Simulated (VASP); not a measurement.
# InP (F-43m) in VASP: a series of runs

The runs below take InP through relaxation of cell and atoms, with r2SCAN.

Everything below comes from runs of VASP 6.6.1. Logs are shortened: lines on timing, memory, paths and dates and some standing lists are left out, and cuts for length are marked.

**1. The cell of the first run**

Symmetry: F-43m, No. 216, cubic system. Conventional cell: a = 5.907 Å, b = 5.907 Å, c = 5.907 Å, α = 90.00°, β = 90.00°, γ = 90.00°. Within 3.4 Å of In (site symmetry -43m) lie 4 P at 2.56 Å. Within 3.4 Å of P (site symmetry -43m) lie 4 In at 2.56 Å.

**2. Relaxation of cell and atoms, r2SCAN, target pressure 2 GPa, at which the enthalpy is minimised**

Input file POSCAR:

```
InP
1.0
    0.0000000000      2.9536850844      2.9536850844
    2.9536850844      0.0000000000      2.9536850844
    2.9536850844      2.9536850844      0.0000000000
In P
1 1
Direct
    0.0000000000      0.0000000000      0.0000000000
    0.7500000000      0.7500000000      0.7500000000
```

Input file INCAR.step1:

```
SYSTEM = InP
PREC = Accurate
ENCUT = 550
ISMEAR = 0
SIGMA = 0.01
LREAL = .FALSE.
LASPH = .TRUE.
NELM = 120
GGA = PE
ALGO = Normal
EDIFF = 1E-5
LWAVE = .TRUE.
LCHARG = .FALSE.
GGA_COMPAT = .FALSE.
IBRION = 2
ISIF = 3
EDIFFG = -0.005
NELMIN = 4
NSW = 100
```

Input file INCAR.step2:

```
SYSTEM = InP
PREC = Accurate
ENCUT = 550
EDIFF = 1E-7
ISMEAR = 0
SIGMA = 0.01
LREAL = .FALSE.
LASPH = .TRUE.
NELM = 120
ALGO = Normal
ISIF = 3
LWAVE = .FALSE.
LCHARG = .FALSE.
METAGGA = R2SCAN
LMIXTAU = .TRUE.
IBRION = 2
NSW = 100
EDIFFG = -0.002
PSTRESS = 20.0
ISTART = 1
GGA_COMPAT = .FALSE.
NELMIN = 4
```

Input file KPOINTS:

```
regular mesh
0
G
  8 8 8
  0 0 0
```

Potentials or basis: VASP PAW PBE potentials, release 64 (In_d, P).

The run is started by

```bash
cat potpaw_PBE.64/In_d/POTCAR potpaw_PBE.64/P/POTCAR > POTCAR
cp INCAR.step1 INCAR
mpirun -np 1 vasp_std > vasp.out
cp INCAR.step2 INCAR
mpirun -np 1 vasp_std > vasp.out
```

OUTCAR:

```text
SYSTEM = InP
   PREC = Accurate
   ENCUT = 550
   EDIFF = 1E-7
   ISMEAR = 0
   LREAL = .FALSE.
   LASPH = .TRUE.
   NELM = 120
   ISIF = 3
   METAGGA = R2SCAN
   IBRION = 2
   NSW = 100
   EDIFFG = -0.002
   PSTRESS = 20.0
   ISTART = 1
   NELMIN = 4

 ion  position               nearest neighbor table
   1  0.000  0.000  0.000-   2 2.56   2 2.56   2 2.56   2 2.56
   2  0.750  0.750  0.750-   1 2.56   1 2.56   1 2.56   1 2.56

  LATTYP: Found a face centered cubic cell.
 ALAT       =     5.9073701688

  Lattice vectors:

 A1 = (   0.0000000000,   2.9536850844,   2.9536850844)
 A2 = (   2.9536850844,   0.0000000000,   2.9536850844)
 A3 = (   2.9536850844,   2.9536850844,   0.0000000000)

Analysis of symmetry for initial positions (statically):
=====================================================================
 Subroutine PRICEL returns:
 Original cell was already a primitive cell.

 Routine SETGRP: Setting up the symmetry group for a
 face centered cubic supercell.

 Subroutine GETGRP returns: Found 24 space group operations
 (whereof 24 operations were pure point group operations)
 out of a pool of 48 trial point group operations.

The static configuration has the point symmetry T_d .

Analysis of symmetry for dynamics (positions and initial velocities):
=====================================================================
 Subroutine PRICEL returns:
 Original cell was already a primitive cell.

 Routine SETGRP: Setting up the symmetry group for a
 face centered cubic supercell.

 Subroutine GETGRP returns: Found 24 space group operations
 (whereof 24 operations were pure point group operations)
 out of a pool of 48 trial point group operations.

The dynamic configuration has the point symmetry T_d .

 Subroutine INISYM returns: Found 24 space group operations
 (whereof 24 operations are pure point group operations),
 and found     1 'primitive' translations

----------------------------------------------------------------------------------------

                                     Primitive cell

  volume of cell :      51.5374

  direct lattice vectors                    reciprocal lattice vectors
     0.000000000  2.953685084  2.953685084    -0.169280064  0.169280064  0.169280064
     2.953685084  0.000000000  2.953685084     0.169280064 -0.169280064  0.169280064
     2.953685084  2.953685084  0.000000000     0.169280064  0.169280064 -0.169280064

  length of vectors
     4.177141505  4.177141505  4.177141505     0.293201671  0.293201671  0.293201671

  position of ions in fractional coordinates (direct lattice)
     0.000000000  0.000000000  0.000000000
     0.750000000  0.750000000  0.750000000

  ion indices of the primitive-cell ions
   primitive index   ion index
                 1           1
                 2           2

----------------------------------------------------------------------------------------

 KPOINTS: regular mesh

Automatic generation of k-mesh.
 Grid dimensions read from file:
 generate k-points for:    8    8    8

 Generating k-lattice:

  Cartesian coordinates                     Fractional coordinates (reciprocal lattice)
    -0.021160008  0.021160008  0.021160008     0.125000000  0.000000000  0.000000000
     0.021160008 -0.021160008  0.021160008     0.000000000  0.125000000  0.000000000
     0.021160008  0.021160008 -0.021160008     0.000000000  0.000000000  0.125000000

  Length of vectors
     0.036650209  0.036650209  0.036650209

  Shift w.r.t. Gamma in fractional coordinates (k-lattice)
     0.000000000  0.000000000  0.000000000

 Subroutine IBZKPT returns following result:
 ===========================================

 Found     29 irreducible k-points:

 Following reciprocal coordinates:
            Coordinates               Weight
  0.000000  0.000000  0.000000      1.000000
  0.125000  0.000000  0.000000      8.000000
  0.250000  0.000000  0.000000      8.000000
  0.375000  0.000000  0.000000      8.000000
  0.500000  0.000000  0.000000      4.000000
  0.125000  0.125000  0.000000      6.000000
[... 16 lines left out ...]
  0.500000  0.250000  0.125000     48.000000
 -0.375000  0.250000  0.125000     24.000000
 [... further k-points ...]
   k-points           NKPTS =     29   k-points in BZ     NKDIM =     29   number of bands    NBANDS=     13
   number of dos      NEDOS =    301   number of ions     NIONS =      2
   total plane-waves  NPLWV =  32768
   dimension x,y,z NGX =    32 NGY =   32 NGZ =   32
   dimension x,y,z NGXF=    64 NGYF=   64 NGZF=   64
   ions per type =               1   1
   NGX,Y,Z   is equivalent  to a cutoff of  12.74, 12.74, 12.74 a.u.
   NGXF,Y,Z  is equivalent  to a cutoff of  25.47, 25.47, 25.47 a.u.
 SYSTEM =  InP
   PREC   = accura    normal or accurate (medium, high low for compatibility)
   ISTART =      1    job   : 0-new  1-cont  2-samecut
   ICHARG =      0    charge: 1-file 2-atom 10-const
   ISPIN  =      1    spin polarized calculation?
   LNONCOLLINEAR =      F non collinear calculations
   LSORBIT =      F    spin-orbit coupling
   LASPH  =      T    aspherical Exc in radial PAW
   ENCUT  =  550.0 eV  40.42 Ry    6.36 a.u.   7.99  7.99  7.99*2*pi/ulx,y,z
   NELM   =    120;   NELMIN=  4; NELMDL=  0     # of ELM steps
   EDIFF  = 0.1E-06   stopping-criterion for ELM
   LREAL  =      F    real-space projection
   EDIFFG = -.2E-02   stopping-criterion for IOM
   NSW    =    100    number of steps for IOM
   IBRION =      2    ionic relax: 0-MD 1-quasi-New 2-CG
   NFREE  =      1    steps in history (QN), initial steepest desc. (CG)
   ISIF   =      3    stress and relaxation
   ISYM   =      2    0-nonsym 1-usesym 2-fastsym
   POTIM  = 0.5000    time-step for ionic-motion
   TEBEG  =    0.0;   TEEND  =   0.0 temperature during run
   PSTRESS=   20.0 pullay stress
   NELECT =      18.0000    total number of electrons
   NUPDOWN=      -1.0000    fix difference up-down
   EMIN   =  10.00;   EMAX   =-10.00  energy-range for DOS
   EFERMI =   0.00;   METHOD = LEGACY
   ISMEAR =     0;   SIGMA  =   0.01  broadening in eV -4-tet -1-fermi 0-gaus
   EFERMI_NEDOS =   21; number of points for ismear=-14 and -15
   IALGO  =     38    algorithm
   IMIX   =      4    mixing-type and parameters
     AMIX     =   0.40;   BMIX     =  1.00
     AMIX_MAG =   1.60;   BMIX_MAG =  1.00
  volume/ion in A,a.u.               =      25.77       173.90
  Fermi-wavevector in a.u.,A,eV,Ry     =   1.152900  2.178664 18.084557  1.329177
  Thomas-Fermi vector in A             =   2.289547
   LORBIT       =      0    0 simple, 1 ext, 2 COOP (PROOUT), +10 PAW based schemes
   METAGGA = R2SCAN    functional components
   LHFCALC =     F    Hartree Fock is set to
   AEXX    =    0.0000 exact exchange contribution
   IVDW    =     0    specifies the selected vdW correction
   LEPSILON=     F    determine dielectric tensor
   LRPA    =     F    only Hartree local field effects (RPA)
 conjugate gradient relaxation of ions
 non-spin polarized calculation
 Gauss-broadening in eV      SIGMA  =   0.01
  energy-cutoff  :      550.00
  volume of cell :       51.54
 maximum number of plane-waves:      1540
   NGX = 15   NGY = 15   NGZ = 15

--------------------------------------- Ionic step        1  -------------------------------------------

 number of electron      18.0000009 magnetization

 Free energy of the ion-electron system (eV)
  ---------------------------------------------------
  ext. energy  EPLUGINS =         0.00000000
  ---------------------------------------------------
  free energy    TOTEN  =       -32.29770042 eV

  energy without entropy =      -32.29770042  energy(sigma->0) =      -32.29770042

------------------------ aborting loop because EDIFF is reached ----------------------------------------

  FORCE on cell =-STRESS in cart. coord.  units (eV):
  Direction    XX          YY          ZZ          XY          YZ          ZX
  --------------------------------------------------------------------------------------
  -------------------------------------------------------------------------------------
  Total       -0.0401829     -0.0401829     -0.0401829      0.0000000      0.0000000      0.0000000
  in kB       -1.2491917     -1.2491917     -1.2491917      0.0000000      0.0000000      0.0000000
  external PRESSURE =     -21.2491917 kB  Pullay stress =      20.0000000 kB

 VOLUME and BASIS-vectors are now :
 -----------------------------------------------------------------------------
  energy-cutoff  :      550.00
  volume of cell :       51.54
      direct lattice vectors                 reciprocal lattice vectors
     0.000000000  2.953685084  2.953685084    -0.169280064  0.169280064  0.169280064
     2.953685084  0.000000000  2.953685084     0.169280064 -0.169280064  0.169280064
     2.953685084  2.953685084  0.000000000     0.169280064  0.169280064 -0.169280064
[... 8 lines left out ...]
  FREE ENERGIE OF THE ION-ELECTRON SYSTEM (eV)
  ---------------------------------------------------
  free  energy   TOTEN  =       -32.2977004231 eV

  energy  without entropy=      -32.2977004231  energy(sigma->0) =      -32.29770042

  enthalpy is  TOTEN    =       -31.6543583138 eV   P V=        0.6433421093

--------------------------------------- Ionic step        2  -------------------------------------------

 number of electron      17.9999995 magnetization

 E-fermi :   5.3502     XC(G=0): -10.0057

 val. band max:        5.3060425009   @ k =   0.0000   0.0000   0.0000
 cond. band min:       6.6284033699   @ k =   0.0000   0.0000   0.0000
 fundamental gap:      1.3223608690
 Fermi energy:         5.3502452957

 k-point     1 :       0.0000    0.0000    0.0000
  band No.  band energies     occupation
      1      -9.4037      2.00000
      2      -9.4037      2.00000
      3      -9.4037      2.00000
      4      -9.2093      2.00000
      5      -9.2093      2.00000
      6      -6.8838      2.00000
      7       5.3060      2.00000
      8       5.3060      2.00000
      9       5.3060      2.00000
     10       6.6284      0.00000
     11       9.7452      0.00000
     12       9.7452      0.00000
     13       9.7452      0.00000

 k-point     2 :       0.1250    0.0000    0.0000
  band No.  band energies     occupation
      1      -9.4285      2.00000
      2      -9.3948      2.00000
      3      -9.3948      2.00000
      4      -9.2092      2.00000
      5      -9.2092      2.00000
      6      -6.6866      2.00000
      7       3.8064      2.00000
      8       5.1057      2.00000
      9       5.1057      2.00000
     10       7.4733      0.00000
     11       9.9379      0.00000
[... 383 lines left out ...]
  FREE ENERGIE OF THE ION-ELECTRON SYSTEM (eV)
  ---------------------------------------------------
  free  energy   TOTEN  =       -32.2712516924 eV

  energy  without entropy=      -32.2712516924  energy(sigma->0) =      -32.27125169

  enthalpy is  TOTEN    =       -31.6592091775 eV   P V=        0.6120425149

--------------------------------------- Ionic step        3  -------------------------------------------

 number of electron      18.0000003 magnetization

 Free energy of the ion-electron system (eV)
  ---------------------------------------------------
  ext. energy  EPLUGINS =         0.00000000
  ---------------------------------------------------
  free energy    TOTEN  =       -32.28931350 eV

  energy without entropy =      -32.28931350  energy(sigma->0) =      -32.28931350

 E-fermi :   5.1487     XC(G=0):  -9.9077

 val. band max:        5.0733949816   @ k =   0.0000   0.0000   0.0000
 cond. band min:       6.2750426460   @ k =   0.0000   0.0000   0.0000
 fundamental gap:      1.2016476645
 Fermi energy:         5.1486572698

 k-point     1 :       0.0000    0.0000    0.0000
  band No.  band energies     occupation
      1      -9.5928      2.00000
      2      -9.5928      2.00000
      3      -9.5928      2.00000
      4      -9.4103      2.00000
      5      -9.4103      2.00000
      6      -6.9664      2.00000
      7       5.0734      2.00000
      8       5.0734      2.00000
      9       5.0734      2.00000
     10       6.2750      0.00000
     11       9.5143      0.00000
     12       9.5143      0.00000
     13       9.5144      0.00000

 k-point     2 :       0.1250    0.0000    0.0000
  band No.  band energies     occupation
      1      -9.6153      2.00000
      2      -9.5845      2.00000
      3      -9.5845      2.00000
      4      -9.4102      2.00000
      5      -9.4102      2.00000
      6      -6.7758      2.00000
      7       3.5765      2.00000
      8       4.8801      2.00000
      9       4.8801      2.00000
     10       7.1469      0.00000
     11       9.6858      0.00000
[... 376 lines left out ...]
 POSITION                                       TOTAL-FORCE (eV/Angst)
 -----------------------------------------------------------------------------------
      0.00000      0.00000      0.00000         0.000000      0.000000      0.000000
      4.38764      4.38764      4.38764        -0.000000     -0.000000     -0.000000
 -----------------------------------------------------------------------------------
    total drift:                                0.000000      0.000000     -0.000000

  FREE ENERGIE OF THE ION-ELECTRON SYSTEM (eV)
  ---------------------------------------------------
  free  energy   TOTEN  =       -32.2893134956 eV

  energy  without entropy=      -32.2893134956  energy(sigma->0) =      -32.28931350

  enthalpy is  TOTEN    =       -31.6644728019 eV   P V=        0.6248406937

 reached required accuracy - stopping structural energy minimisation
```

Wall time 92 s (1 thread of Intel Xeon 6975P-C (Granite Rapids), shared host); peak memory 0.21 GiB.

What came out:

```yaml
Free_energy: -32.2893 eV
Relaxed_volume: 25.03 Å³/atom
Relaxed_cell: a = 4.137 Å, b = 4.137 Å, c = 4.137 Å, α = 60.00°, β = 60.00°, γ = 60.00°
Space_group_after_relaxing_to_0.1_Å: F-43m (No. 216)
Energy_change_on_relaxing_the_run_minimises_the_enthalpy: +4.2 meV/atom
Ionic_steps: 3
Pressure_after_relaxing: 2.0 GPa
Band_gap_on_the_k_mesh: 1.20 eV
```

Step by step:
| step | energy change (eV) | largest force (eV/Å) | pressure (GPa) | volume (Å³) |
| --- | --- | --- | --- | --- |
| 1 | 0.0000 | 0.0000 | -0.12 | 51.54 |
| 2 | 0.0264 | 0.0000 | 3.68 | 49.03 |
| 3 | 0.0084 | 0.0000 | 2.00 | 50.06 |

Final structure:
```cif
data_structure
_symmetry_space_group_name_H-M 'P 1'
_symmetry_Int_Tables_number 1
_cell_length_a 4.1367
_cell_length_b 4.1367
_cell_length_c 4.1367
_cell_angle_alpha 60.000
_cell_angle_beta 60.000
_cell_angle_gamma 60.000
_cell_volume 50.06
loop_
_atom_site_label
_atom_site_type_symbol
_atom_site_fract_x
_atom_site_fract_y
_atom_site_fract_z
_atom_site_occupancy
In1 In 0.00000 0.00000 0.00000 1
P1 P 0.75000 0.75000 0.75000 1
```

Caveat: the cell is relaxed towards a set pressure, so the run minimises the enthalpy, not the energy; the PAW data sets were made with another functional, which shifts forces and pressure a little; spin-orbit coupling is left out, which moves the levels of the heavy elements.

[end of part 1 of 3]
